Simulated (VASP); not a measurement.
# Sb2Pt (Pa-3) in VASP: single point with PBE

Aim: the single point of Sb2Pt with PBE.

Everything below comes from runs of VASP 6.6.1. Logs are shortened: lines on timing, memory, paths and dates and some standing lists are left out, and cuts for length are marked.

## 1. The cell of the first run

It takes space group Pa-3 (No. 205, cubic). Conventional cell: a = 6.553 Å, b = 6.553 Å, c = 6.553 Å, α = 90.00°, β = 90.00°, γ = 90.00°. Within 3.7 Å of Sb (site symmetry 3) lie 3 Pt at 2.72 Å and 7 Sb at 2.84 to 3.66 Å. Within 3.6 Å of Pt (site symmetry -3) lie 6 Sb at 2.72 Å.

## 2. Single point, PBE

File INCAR:

```
SYSTEM = Sb2Pt
ALGO = Fast
EDIFF = 1E-6
ENCUT = 520
GGA = PE
ISIF = 2
ISMEAR = 0
LASPH = .TRUE.
LCHARG = .FALSE.
LREAL = .FALSE.
LWAVE = .FALSE.
NBANDS = 52
NELM = 100
PREC = Accurate
SIGMA = 0.1
```

File KPOINTS:

```
k-points
0
G
  6 6 6
  0 0 0
```

File POSCAR:

```
Sb2Pt
1.0
    6.5534572628      0.0000000000      0.0000000000
    0.0000000000      6.5534572628      0.0000000000
    0.0000000000      0.0000000000      6.5534572628
Sb Pt
8 4
Direct
    0.3748980369      0.1251019631      0.8748980369
    0.1251019631      0.8748980369      0.3748980369
    0.8748980369      0.3748980369      0.1251019631
    0.6251019631      0.6251019631      0.6251019631
    0.3748980369      0.3748980369      0.3748980369
    0.1251019631      0.6251019631      0.8748980369
    0.8748980369      0.1251019631      0.6251019631
    0.6251019631      0.8748980369      0.1251019631
    0.0000000000      0.5000000000      0.5000000000
    0.5000000000      0.5000000000      0.0000000000
    0.5000000000      0.0000000000      0.5000000000
    0.0000000000      0.0000000000      0.0000000000
```

Potentials or basis: VASP PAW PBE potentials, release 64 (Sb, Pt).

Run with:

```console
$ cat potpaw_PBE.64/Sb/POTCAR potpaw_PBE.64/Pt/POTCAR > POTCAR
$ mpirun -np 1 vasp_std > vasp.out
```

OUTCAR:

```text
SYSTEM = Sb2Pt
   EDIFF = 1E-6
   ENCUT = 520
   GGA = PE
   ISIF = 2
   ISMEAR = 0
   LASPH = .TRUE.
   LREAL = .FALSE.
   NELM = 100
   PREC = Accurate

 ion  position               nearest neighbor table
   1  0.375  0.125  0.875-  10 2.72  11 2.72  12 2.72   8 2.84   6 3.66   7 3.66   5 3.66   5 3.66
                             6 3.66   7 3.66
   2  0.125  0.875  0.375-   9 2.72  11 2.72  12 2.72   7 2.84   6 3.66   5 3.66   8 3.66   6 3.66
                             5 3.66   8 3.66
   3  0.875  0.375  0.125-   9 2.72  10 2.72  12 2.72   6 2.84   5 3.66   7 3.66   8 3.66   7 3.66
                             8 3.66   5 3.66
   4  0.625  0.625  0.625-   9 2.72  10 2.72  11 2.72   5 2.84   6 3.66   7 3.66   8 3.66   8 3.66
                             7 3.66   6 3.66
   5  0.375  0.375  0.375-   9 2.72  10 2.72  11 2.72   4 2.84   2 3.66   3 3.66   1 3.66   1 3.66
                             2 3.66   3 3.66
   6  0.125  0.625  0.875-   9 2.72  10 2.72  12 2.72   3 2.84   2 3.66   1 3.66   4 3.66   2 3.66
                             1 3.66   4 3.66
   7  0.875  0.125  0.625-   9 2.72  11 2.72  12 2.72   2 2.84   1 3.66   3 3.66   4 3.66   3 3.66
                             4 3.66   1 3.66
   8  0.625  0.875  0.125-  10 2.72  11 2.72  12 2.72   1 2.84   2 3.66   3 3.66   4 3.66   4 3.66
                             3 3.66   2 3.66
   9  0.000  0.500  0.500-   2 2.72   3 2.72   4 2.72   5 2.72   6 2.72   7 2.72
  10  0.500  0.500  0.000-   1 2.72   3 2.72   4 2.72   5 2.72   6 2.72   8 2.72
  11  0.500  0.000  0.500-   1 2.72   2 2.72   4 2.72   5 2.72   7 2.72   8 2.72
  12  0.000  0.000  0.000-   1 2.72   2 2.72   3 2.72   6 2.72   7 2.72   8 2.72

  LATTYP: Found a simple cubic cell.
 ALAT       =     6.5534572628

  Lattice vectors:

 A1 = (   6.5534572628,   0.0000000000,   0.0000000000)
 A2 = (   0.0000000000,   6.5534572628,   0.0000000000)
 A3 = (   0.0000000000,   0.0000000000,   6.5534572628)

Analysis of symmetry for initial positions (statically):
=====================================================================
 Subroutine PRICEL returns:
 Original cell was already a primitive cell.

 Routine SETGRP: Setting up the symmetry group for a
 simple cubic supercell.

 Subroutine GETGRP returns: Found 24 space group operations
 (whereof  6 operations were pure point group operations)
 out of a pool of 48 trial point group operations.

The static configuration has the point symmetry S_6 .
 The point group associated with its full space group is T_h .

Analysis of symmetry for dynamics (positions and initial velocities):
=====================================================================
 Subroutine PRICEL returns:
 Original cell was already a primitive cell.

 Routine SETGRP: Setting up the symmetry group for a
 simple cubic supercell.

 Subroutine GETGRP returns: Found 24 space group operations
 (whereof  6 operations were pure point group operations)
 out of a pool of 48 trial point group operations.

The dynamic configuration has the point symmetry S_6 .
 The point group associated with its full space group is T_h .

 Subroutine INISYM returns: Found 24 space group operations
 (whereof  6 operations are pure point group operations),
 and found     1 'primitive' translations

----------------------------------------------------------------------------------------

                                     Primitive cell

  volume of cell :     281.4566

  direct lattice vectors                    reciprocal lattice vectors
     6.553457263  0.000000000  0.000000000     0.152591214  0.000000000  0.000000000
     0.000000000  6.553457263  0.000000000     0.000000000  0.152591214  0.000000000
     0.000000000  0.000000000  6.553457263     0.000000000  0.000000000  0.152591214

  length of vectors
     6.553457263  6.553457263  6.553457263     0.152591214  0.152591214  0.152591214

  position of ions in fractional coordinates (direct lattice)
     0.374898037  0.125101963  0.874898037
     0.125101963  0.874898037  0.374898037
     0.874898037  0.374898037  0.125101963
     0.625101963  0.625101963  0.625101963
     0.374898037  0.374898037  0.374898037
     0.125101963  0.625101963  0.874898037
     0.874898037  0.125101963  0.625101963
     0.625101963  0.874898037  0.125101963
     0.000000000  0.500000000  0.500000000
     0.500000000  0.500000000  0.000000000
     0.500000000  0.000000000  0.500000000
[... 29 lines left out ...]
     0.000000000  0.025431869  0.000000000     0.000000000  0.166666667  0.000000000
     0.000000000  0.000000000  0.025431869     0.000000000  0.000000000  0.166666667

  Length of vectors
     0.025431869  0.025431869  0.025431869

  Shift w.r.t. Gamma in fractional coordinates (k-lattice)
     0.000000000  0.000000000  0.000000000

 Subroutine IBZKPT returns following result:
 ===========================================

 Found     24 irreducible k-points:

 Following reciprocal coordinates:
            Coordinates               Weight
  0.000000  0.000000  0.000000      1.000000
  0.166667  0.000000  0.000000      6.000000
  0.333333  0.000000  0.000000      6.000000
  0.500000  0.000000  0.000000      3.000000
  0.166667  0.166667  0.000000     12.000000
  0.333333  0.166667  0.000000     12.000000
[... 16 lines left out ...]
  0.500000  0.500000  0.333333      6.000000
  0.500000  0.500000  0.500000      1.000000
   k-points           NKPTS =     24   k-points in BZ     NKDIM =     24   number of bands    NBANDS=     52
   number of dos      NEDOS =    301   number of ions     NIONS =     12
   total plane-waves  NPLWV = 125000
   dimension x,y,z NGX =    50 NGY =   50 NGZ =   50
   dimension x,y,z NGXF=   100 NGYF=  100 NGZF=  100
   ions per type =               8   4
   NGX,Y,Z   is equivalent  to a cutoff of  12.68, 12.68, 12.68 a.u.
   NGXF,Y,Z  is equivalent  to a cutoff of  25.37, 25.37, 25.37 a.u.
 SYSTEM =  Sb2Pt
   PREC   = accura    normal or accurate (medium, high low for compatibility)
   ISTART =      0    job   : 0-new  1-cont  2-samecut
   ICHARG =      2    charge: 1-file 2-atom 10-const
   ISPIN  =      1    spin polarized calculation?
   LNONCOLLINEAR =      F non collinear calculations
   LSORBIT =      F    spin-orbit coupling
   LASPH  =      T    aspherical Exc in radial PAW
   ENCUT  =  520.0 eV  38.22 Ry    6.18 a.u.  12.19 12.19 12.19*2*pi/ulx,y,z
   NELM   =    100;   NELMIN=  2; NELMDL= -5     # of ELM steps
   EDIFF  = 0.1E-05   stopping-criterion for ELM
   LREAL  =      F    real-space projection
   EDIFFG = 0.1E-04   stopping-criterion for IOM
   NSW    =      0    number of steps for IOM
   IBRION =     -1    ionic relax: 0-MD 1-quasi-New 2-CG
   NFREE  =      0    steps in history (QN), initial steepest desc. (CG)
   ISIF   =      2    stress and relaxation
   ISYM   =      2    0-nonsym 1-usesym 2-fastsym
   POTIM  = 0.5000    time-step for ionic-motion
   TEBEG  =    0.0;   TEEND  =   0.0 temperature during run
   PSTRESS=    0.0 pullay stress
   NELECT =      80.0000    total number of electrons
   NUPDOWN=      -1.0000    fix difference up-down
   EMIN   =  10.00;   EMAX   =-10.00  energy-range for DOS
   EFERMI =   0.00;   METHOD = LEGACY
   ISMEAR =     0;   SIGMA  =   0.10  broadening in eV -4-tet -1-fermi 0-gaus
   EFERMI_NEDOS =   21; number of points for ismear=-14 and -15
   IALGO  =     68    algorithm
   IMIX   =      4    mixing-type and parameters
     AMIX     =   0.40;   BMIX     =  1.00
     AMIX_MAG =   1.60;   BMIX_MAG =  1.00
  volume/ion in A,a.u.               =      23.45       158.28
  Fermi-wavevector in a.u.,A,eV,Ry     =   1.076385  2.034073 15.763777  1.158605
  Thomas-Fermi vector in A             =   2.212268
   LORBIT       =      0    0 simple, 1 ext, 2 COOP (PROOUT), +10 PAW based schemes
   GGA     = PE    functional components
   LHFCALC =     F    Hartree Fock is set to
   AEXX    =    0.0000 exact exchange contribution
   IVDW    =     0    specifies the selected vdW correction
   LEPSILON=     F    determine dielectric tensor
   LRPA    =     F    only Hartree local field effects (RPA)
 non-spin polarized calculation
 RMM-DIIS sequential band-by-band and
 Gauss-broadening in eV      SIGMA  =   0.10
  energy-cutoff  :      520.00
  volume of cell :      281.46
 maximum number of plane-waves:      7624
 NGX is ok and might be reduce to    50
   NGX = 25   NGY = 25   NGZ = 25

 number of electron      80.0000001 magnetization

 Free energy of the ion-electron system (eV)
  ---------------------------------------------------
  ext. energy  EPLUGINS =         0.00000000
  ---------------------------------------------------
  free energy    TOTEN  =       -63.22619854 eV

  energy without entropy =      -63.21787532  energy(sigma->0) =      -63.22203693

 E-fermi :   8.6196     XC(G=0): -10.7244

 val. band max:        8.6073526653   @ k =   0.1667   0.0000   0.0000
 cond. band min:       8.6352722253   @ k =   0.3333   0.3333   0.0000
 fundamental gap:      0.0279195600
 Fermi energy:         8.6196470911

 k-point     1 :       0.0000    0.0000    0.0000
  band No.  band energies     occupation
      1      -3.7608      2.00000
      2      -1.6239      2.00000
      3      -1.6239      2.00000
      4      -1.6239      2.00000
      5      -0.2155      2.00000
      6      -0.2155      2.00000
[... 1309 lines left out ...]
     51      11.2623      0.00000
     52      11.2623      0.00000

------------------------ aborting loop because EDIFF is reached ----------------------------------------

  FORCE on cell =-STRESS in cart. coord.  units (eV):
  Direction    XX          YY          ZZ          XY          YZ          ZX
  --------------------------------------------------------------------------------------
  -------------------------------------------------------------------------------------
  Total       -0.5446689     -0.5446689     -0.5446689     -0.0000000     -0.0000000      0.0000000
  in kB       -3.1005003     -3.1005003     -3.1005003     -0.0000000     -0.0000000      0.0000000
  external PRESSURE =      -3.1005003 kB  Pullay stress =       0.0000000 kB

 VOLUME and BASIS-vectors are now :
 -----------------------------------------------------------------------------
  energy-cutoff  :      520.00
  volume of cell :      281.46
      direct lattice vectors                 reciprocal lattice vectors
     6.553457263  0.000000000  0.000000000     0.152591214  0.000000000  0.000000000
     0.000000000  6.553457263  0.000000000     0.000000000  0.152591214  0.000000000
     0.000000000  0.000000000  6.553457263     0.000000000  0.000000000  0.152591214

 POSITION                                       TOTAL-FORCE (eV/Angst)
 -----------------------------------------------------------------------------------
      2.45688      0.81985      5.73361        -0.012801      0.012801     -0.012801
      0.81985      5.73361      2.45688         0.012801     -0.012801     -0.012801
      5.73361      2.45688      0.81985        -0.012801     -0.012801      0.012801
      4.09658      4.09658      4.09658         0.012801      0.012801      0.012801
      2.45688      2.45688      2.45688        -0.012801     -0.012801     -0.012801
      0.81985      4.09658      5.73361         0.012801      0.012801     -0.012801
      5.73361      0.81985      4.09658        -0.012801      0.012801      0.012801
      4.09658      5.73361      0.81985         0.012801     -0.012801      0.012801
      0.00000      3.27673      3.27673         0.000000     -0.000000     -0.000000
      3.27673      3.27673      0.00000         0.000000     -0.000000     -0.000000
      3.27673      0.00000      3.27673         0.000000     -0.000000     -0.000000
      0.00000      0.00000      0.00000         0.000000     -0.000000     -0.000000
 -----------------------------------------------------------------------------------
    total drift:                               -0.000000      0.000000      0.000000

  FREE ENERGIE OF THE ION-ELECTRON SYSTEM (eV)
  ---------------------------------------------------
  free  energy   TOTEN  =       -63.2261985361 eV

  energy  without entropy=      -63.2178753165  energy(sigma->0) =      -63.22203693
```

It took 4.6 min on 1 thread of Intel Xeon Platinum 8488C (Sapphire Rapids), shared host; peak memory 0.51 GiB.

What came out:

```
Free energy            : -63.2262 eV
Pressure               : -0.3 GPa
Largest force          : 0.022 eV/Å
Band gap on the k mesh : zero (bands 40 and 41 overlap by 0.22 eV)
```

Forces on the atoms (eV/Å):
```
Sb  -0.013  0.013 -0.013
Sb   0.013 -0.013 -0.013
Sb  -0.013 -0.013  0.013
Sb   0.013  0.013  0.013
Sb  -0.013 -0.013 -0.013
Sb   0.013  0.013 -0.013
Sb  -0.013  0.013  0.013
Sb   0.013 -0.013  0.013
Pt   0.000  0.000  0.000
Pt   0.000  0.000  0.000
Pt   0.000  0.000  0.000
Pt   0.000  0.000  0.000
```

Caveat: spin-orbit coupling is left out, which moves the levels of the heavy elements.
